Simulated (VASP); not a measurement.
# N in VASP: notebook

N is run at these levels: PBE+D3(BJ); tasks: single point.

Everything below comes from runs of VASP 6.6.1. Logs are shortened: lines on timing, memory, paths and dates and some standing lists are left out, and cuts for length are marked.

### Step 1. The cell of the first run

The cell holds an amorphous packing of atoms, 12 atoms: a = 7.034 Å, b = 7.034 Å, c = 7.034 Å, α = 90.00°, β = 90.00°, γ = 90.00°.

### Step 2. Single point, PBE+D3(BJ)

Contents of INCAR:

```
SYSTEM = N
ALGO = Normal
EDIFF = 1E-7
ENCUT = 520
GGA = PE
ISIF = 2
ISMEAR = -1
IVDW = 12
LASPH = .True.
LCHARG = .True.
LELF = .True.
LREAL = .False.
LVHAR = .True.
LWAVE = .False.
NBANDS = 42
NELM = 80
PREC = Accurate
SIGMA = 0.05
```

Contents of KPOINTS:

```
k-points
0
Gamma
  1 1 1
  0 0 0
```

Contents of POSCAR:

```
N
1.0
    7.0338500000      0.0000000000      0.0000000000
    0.0000000000      7.0338500000      0.0000000000
    0.0000000000      0.0000000000      7.0338500000
N
12
Direct
    0.6981433500      0.2385382442      0.5981481202
    0.8122768532      0.1900338001      0.5026260296
    0.6457567431      0.4260636727      1.0644677505
    0.5264255062      0.5015249956      0.9965485029
    0.2195405826      0.3994219617      0.5749394337
    0.2246805891      0.4633543972      0.4320453475
    0.9473994434      0.8181074639      1.0212700548
    0.8400618659      0.9255050329      0.9819258256
    0.5880094360      0.7538528926      0.5803395699
    0.6800914310      0.7138380720      0.4600789512
    0.3654421186      0.0073982473      0.0517989862
    0.3814658809      0.0328631198      0.2053563277
```

Potentials or basis: VASP PAW PBE potentials, release 64 (N).

Command:

```
$ cat potpaw_PBE.64/N/POTCAR > POTCAR
$ mpirun -np 1 vasp_gam > vasp.out
```

OUTCAR:

```text
SYSTEM = N
   EDIFF = 1E-7
   ENCUT = 520
   GGA = PE
   ISIF = 2
   ISMEAR = -1
   IVDW = 12
   LASPH = .True.
   LREAL = .False.
   NELM = 80
   PREC = Accurate
 IVDW          = 12

 ion  position               nearest neighbor table
   1  0.698  0.239  0.598-   2 1.10
   2  0.812  0.190  0.503-   1 1.10
   3  0.646  0.426  0.064-   4 1.10
   4  0.526  0.502  0.997-   3 1.10
   5  0.220  0.399  0.575-   6 1.10
   6  0.225  0.463  0.432-   5 1.10
   7  0.947  0.818  0.021-   8 1.10
   8  0.840  0.926  0.982-   7 1.10
   9  0.588  0.754  0.580-  10 1.10
  10  0.680  0.714  0.460-   9 1.10
  11  0.365  0.007  0.052-  12 1.10
  12  0.381  0.033  0.205-  11 1.10

  LATTYP: Found a simple cubic cell.
 ALAT       =     7.0338500000

  Lattice vectors:

 A1 = (   7.0338500000,   0.0000000000,   0.0000000000)
 A2 = (   0.0000000000,   7.0338500000,   0.0000000000)
 A3 = (   0.0000000000,   0.0000000000,   7.0338500000)

Analysis of symmetry for initial positions (statically):
=====================================================================
 Subroutine PRICEL returns:
 Original cell was already a primitive cell.

 Routine SETGRP: Setting up the symmetry group for a
 simple cubic supercell.

 Subroutine GETGRP returns: Found  1 space group operations
 (whereof  1 operations were pure point group operations)
 out of a pool of 48 trial point group operations.

The static configuration has the point symmetry C_1 .

Analysis of symmetry for dynamics (positions and initial velocities):
=====================================================================
 Subroutine PRICEL returns:
 Original cell was already a primitive cell.

 Routine SETGRP: Setting up the symmetry group for a
 simple cubic supercell.

 Subroutine GETGRP returns: Found  1 space group operations
 (whereof  1 operations were pure point group operations)
 out of a pool of 48 trial point group operations.

The dynamic configuration has the point symmetry C_1 .

 Subroutine INISYM returns: Found  1 space group operations
 (whereof  1 operations are pure point group operations),
 and found     1 'primitive' translations

[... 97 lines left out ...]
   ISYM   =      2    0-nonsym 1-usesym 2-fastsym
   POTIM  = 0.5000    time-step for ionic-motion
   TEBEG  =    0.0;   TEEND  =   0.0 temperature during run
   PSTRESS=    0.0 pullay stress
   NELECT =      60.0000    total number of electrons
   NUPDOWN=      -1.0000    fix difference up-down
   EMIN   =  10.00;   EMAX   =-10.00  energy-range for DOS
   EFERMI =   0.00;   METHOD = LEGACY
   ISMEAR =    -1;   SIGMA  =   0.05  broadening in eV -4-tet -1-fermi 0-gaus
   EFERMI_NEDOS =   21; number of points for ismear=-14 and -15
   IALGO  =     38    algorithm
   IMIX   =      4    mixing-type and parameters
     AMIX     =   0.40;   BMIX     =  1.00
     AMIX_MAG =   1.60;   BMIX_MAG =  1.00
  volume/ion in A,a.u.               =      29.00       195.70
  Fermi-wavevector in a.u.,A,eV,Ry     =   0.911169  1.721859 11.295944  0.830228
  Thomas-Fermi vector in A             =   2.035417
   LORBIT       =      0    0 simple, 1 ext, 2 COOP (PROOUT), +10 PAW based schemes
   GGA     = PE    functional components
   LHFCALC =     F    Hartree Fock is set to
   AEXX    =    0.0000 exact exchange contribution
   IVDW    =    12    specifies the selected vdW correction
   LEPSILON=     F    determine dielectric tensor
   LRPA    =     F    only Hartree local field effects (RPA)
 non-spin polarized calculation
  energy-cutoff  :      520.00
  volume of cell :      348.00
 maximum number of plane-waves:      4718
 NGX is ok and might be reduce to    54
   NGX = 27   NGY = 27   NGZ = 27

 number of electron      60.0000003 magnetization

 Free energy of the ion-electron system (eV)
  ---------------------------------------------------
  ext. energy  EPLUGINS =         0.00000000
  ---------------------------------------------------
  free energy    TOTEN  =       -99.87615062 eV

  energy without entropy =      -99.87615062  energy(sigma->0) =      -99.87615062

 E-fermi :  -6.0653     XC(G=0):  -5.5262

 val. band max:       -7.3381588725   @ k =   0.0000   0.0000   0.0000
 cond. band min:       0.2510221088   @ k =   0.0000   0.0000   0.0000
 fundamental gap:      7.5891809813
 Fermi energy:        -6.0652523352

 k-point     1 :       0.0000    0.0000    0.0000
  band No.  band energies     occupation
      1     -25.7946      2.00000
      2     -25.7458      2.00000
      3     -25.7000      2.00000
      4     -25.6694      2.00000
      5     -25.6503      2.00000
      6     -25.6342      2.00000
[... 34 lines left out ...]
     41       0.9207      0.00000
     42       1.0602      0.00000

------------------------ aborting loop because EDIFF is reached ----------------------------------------

 Edisp (eV)   -0.49535

 E8    (eV) :    -0.1170

  FORCE on cell =-STRESS in cart. coord.  units (eV):
  Direction    XX          YY          ZZ          XY          YZ          ZX
  --------------------------------------------------------------------------------------
  -------------------------------------------------------------------------------------
  Total       3.31031     1.70135     5.34081    -1.95307    -0.30843    -0.68457
  in kB      15.24051     7.83294    24.58884    -8.99184    -1.42000    -3.15174
  external pressure =       15.89 kB  Pullay stress =        0.00 kB

 VOLUME and BASIS-vectors are now :
 -----------------------------------------------------------------------------
  energy-cutoff  :      520.00
  volume of cell :      348.00
      direct lattice vectors                 reciprocal lattice vectors
     7.033850000  0.000000000  0.000000000     0.142169651  0.000000000  0.000000000
     0.000000000  7.033850000  0.000000000     0.000000000  0.142169651  0.000000000
     0.000000000  0.000000000  7.033850000     0.000000000  0.000000000  0.142169651

 POSITION                                       TOTAL-FORCE (eV/Angst)
 -----------------------------------------------------------------------------------
      4.91064      1.67784      4.20728        -1.359746      0.604552      1.131825
      5.71343      1.33667      3.53540         1.362309     -0.602773     -1.146223
      4.54216      2.99687      0.45346         1.336825     -0.853626      0.756819
      3.70280      3.52765      7.00957        -1.341691      0.854019     -0.750968
      1.54422      2.80947      4.04404        -0.069643     -0.733816      1.650662
      1.58037      3.25917      3.03894         0.077181      0.742747     -1.648534
      6.66387      5.75445      0.14961         1.048830     -1.068358      0.390014
      5.90887      6.50986      6.90672        -1.052937      1.072883     -0.392284
      4.13597      5.30249      4.08202        -1.028223      0.438460      1.336297
      4.78366      5.02103      3.23613         1.028635     -0.447174     -1.331888
      2.57047      0.05204      0.36435        -0.205618     -0.321148     -1.929782
      2.68317      0.23115      1.44445         0.204077      0.314234      1.934062
 -----------------------------------------------------------------------------------
    total drift:                               -0.000312     -0.000254     -0.000839

  FREE ENERGIE OF THE ION-ELECTRON SYSTEM (eV)
  ---------------------------------------------------
  free  energy   TOTEN  =      -100.3714960517 eV

  energy  without entropy=     -100.3714960517  energy(sigma->0) =     -100.37149605
```

stdout:

```text
POSCAR found type information on POSCAR N
 POSCAR found :  1 types and      12 ions
 scaLAPACK will be used
 LDA part: xc-table for (Slater+PW92), standard interpolation
 POSCAR, INCAR and KPOINTS ok, starting setup
 FFT: planning ... GRIDC
 FFT: planning ... GRID_SOFT
 FFT: planning ... GRID
 WAVECAR not read
 entering main loop
```

It took 35 s on 1 thread of Intel Xeon Platinum 8259CL at 2.50GHz (Skylake/Cascade Lake), shared host; peak memory 0.35 GiB.

What came out:

```yaml
Free_energy: -100.3715 eV
Pressure: 1.6 GPa
Largest_force: 1.970 eV/Å
Band_gap_on_the_k_mesh: 7.59 eV
Dispersion_energy_per_atom: -0.041 eV
```

Forces in eV/Å, atoms in the order of the input:
```
N   -1.360  0.605  1.132
N    1.362 -0.603 -1.146
N    1.337 -0.854  0.757
N   -1.342  0.854 -0.751
N   -0.070 -0.734  1.651
N    0.077  0.743 -1.649
N    1.049 -1.068  0.390
N   -1.053  1.073 -0.392
N   -1.028  0.438  1.336
N    1.029 -0.447 -1.332
N   -0.206 -0.321 -1.930
N    0.204  0.314  1.934
```

Caveat: the k points lie up to 0.89 Å⁻¹ apart; the standard files for N, O and F lose accuracy on very short bonds.

### Step 3. Single point, PBE+D3(BJ)

Contents of INCAR:

```
  ALGO = Normal
  EDIFF = 1E-7
  ENCUT = 520
  GGA = PE
  ISIF = 2
  ISMEAR = -1
  IVDW = 12
  LASPH = T
  LCHARG = F
  LREAL = F
  LWAVE = F
  NBANDS = 42
  NELM = 100
  PREC = Accurate
  SIGMA = 0.05
```

Contents of KPOINTS:

```
k-points
0
Gamma
  1 1 1
```

Contents of POSCAR:

```
N
1.0
    7.0338500000      0.0000000000      0.0000000000
    0.0000000000      7.0338500000      0.0000000000
    0.0000000000      0.0000000000      7.0338500000
N
12
Direct
    0.8660832972      0.3177065192      0.6807082892
    0.8067132509      0.2362575261      0.5559259865
    0.5723750151      0.4647668062      1.0972227159
    0.5102326606      0.5408702204      0.9734498177
    0.2024922340      0.3940516218      0.5282455554
    0.1641348621      0.5425193884      0.5255443321
    0.9365425763      1.0335733631      0.9313391670
    0.8349054927      0.9674929093      1.0303603290
    0.6179261713      0.7860986515      0.4863197253
    0.7405048444      0.7460352439      0.3963405532
    0.3683331319     -0.1750392744      0.1095559331
    0.3465811753     -0.0175153010      0.1263461689
```

Potentials or basis: VASP PAW PBE potentials, release 64 (N).

Command:

```
$ cat potpaw_PBE.64/N/POTCAR > POTCAR
$ mpirun -np 1 vasp_gam > vasp.out
```

OUTCAR:

```text
EDIFF = 1E-7
   ENCUT = 520
   GGA = PE
   ISIF = 2
   ISMEAR = -1
   IVDW = 12
   LASPH = T
   LREAL = F
   NELM = 100
   PREC = Accurate
 IVDW          = 12

 ion  position               nearest neighbor table
   1  0.866  0.318  0.681-   2 1.13
   2  0.807  0.236  0.556-   1 1.13
   3  0.572  0.465  0.097-   4 1.11
   4  0.510  0.541  0.973-   3 1.11
   5  0.202  0.394  0.528-   6 1.08
   6  0.164  0.543  0.526-   5 1.08
   7  0.937  0.034  0.931-   8 1.10
   8  0.835  0.967  0.030-   7 1.10
   9  0.618  0.786  0.486-  10 1.11
  10  0.741  0.746  0.396-   9 1.11
  11  0.368  0.825  0.110-  12 1.12
  12  0.347  0.982  0.126-  11 1.12

  LATTYP: Found a simple cubic cell.
 ALAT       =     7.0338500000

  Lattice vectors:

 A1 = (   7.0338500000,   0.0000000000,   0.0000000000)
 A2 = (   0.0000000000,   7.0338500000,   0.0000000000)
[... 179 lines left out ...]
 k-point     1 :       0.0000    0.0000    0.0000
  band No.  band energies     occupation
      1     -26.0233      2.00000
      2     -25.7473      2.00000
      3     -25.5726      2.00000
      4     -25.3979      2.00000
      5     -25.2909      2.00000
      6     -25.2688      2.00000
[... 34 lines left out ...]
     41       1.1591      0.00000
     42       1.1676      0.00000

------------------------ aborting loop because EDIFF is reached ----------------------------------------

 Edisp (eV)   -0.50161

 E8    (eV) :    -0.1204

  FORCE on cell =-STRESS in cart. coord.  units (eV):
  Direction    XX          YY          ZZ          XY          YZ          ZX
  --------------------------------------------------------------------------------------
  -------------------------------------------------------------------------------------
  Total       3.06309     5.80167     0.47446    -1.95985    -1.86906    -2.43185
  in kB      14.10233    26.71063     2.18442    -9.02304    -8.60508   -11.19615
  external pressure =       14.33 kB  Pullay stress =        0.00 kB

 VOLUME and BASIS-vectors are now :
 -----------------------------------------------------------------------------
  energy-cutoff  :      520.00
  volume of cell :      348.00
      direct lattice vectors                 reciprocal lattice vectors
     7.033850000  0.000000000  0.000000000     0.142169651  0.000000000  0.000000000
     0.000000000  7.033850000  0.000000000     0.000000000  0.142169651  0.000000000
     0.000000000  0.000000000  7.033850000     0.000000000  0.000000000  0.142169651

 POSITION                                       TOTAL-FORCE (eV/Angst)
 -----------------------------------------------------------------------------------
      6.09190      2.23470      4.78800        -1.267024     -1.081244     -1.701364
      5.67430      1.66180      3.91030         0.657640      1.082183      1.658295
      4.02600      3.26910      0.68385         0.176618     -0.327475      0.178815
      3.58890      3.80440      6.84710         0.231798     -0.525156     -0.555265
      1.42430      2.77170      3.71560         1.835209     -5.574370     -0.013811
      1.15450      3.81600      3.69660        -1.280115      5.813580     -0.178511
      6.58750      0.23615      6.55090         1.329175      0.588272     -1.009455
      5.87260      6.80520      0.21355        -1.281696     -0.764879      1.148279
      4.34640      5.52930      3.42070        -0.832761      0.283625      0.681688
      5.20860      5.24750      2.78780         0.886199     -0.315047     -0.520169
      2.59080      5.80265      0.77060        -0.724516      2.361799      0.546883
      2.43780      6.91065      0.88870         0.269472     -1.541288     -0.235385
 -----------------------------------------------------------------------------------
    total drift:                               -0.000480      0.000876      0.000391

  FREE ENERGIE OF THE ION-ELECTRON SYSTEM (eV)
  ---------------------------------------------------
  free  energy   TOTEN  =       -99.7726235172 eV

  energy  without entropy=      -99.7726235172  energy(sigma->0) =      -99.77262352
```

Wall time 32 s (1 thread of Intel Xeon Platinum 8259CL at 2.50GHz (Skylake/Cascade Lake), shared host); peak memory 0.35 GiB.

Results:

| Item | Value |
| --- | --- |
| Free energy | -99.7726 eV |
| Pressure | 1.4 GPa |
| Largest force | 5.956 eV/Å |
| Band gap on the k mesh | 6.95 eV |
| Dispersion energy per atom | -0.042 eV |

Forces in eV/Å, atoms in the order of the input:
```
N   -1.267 -1.081 -1.701
N    0.658  1.082  1.658
N    0.177 -0.327  0.179
N    0.232 -0.525 -0.555
N    1.835 -5.574 -0.014
N   -1.280  5.814 -0.179
N    1.329  0.588 -1.009
N   -1.282 -0.765  1.148
N   -0.833  0.284  0.682
N    0.886 -0.315 -0.520
N   -0.725  2.362  0.547
N    0.269 -1.541 -0.235
```

Caveat: the k points lie up to 0.89 Å⁻¹ apart; the standard files for N, O and F lose accuracy on very short bonds.
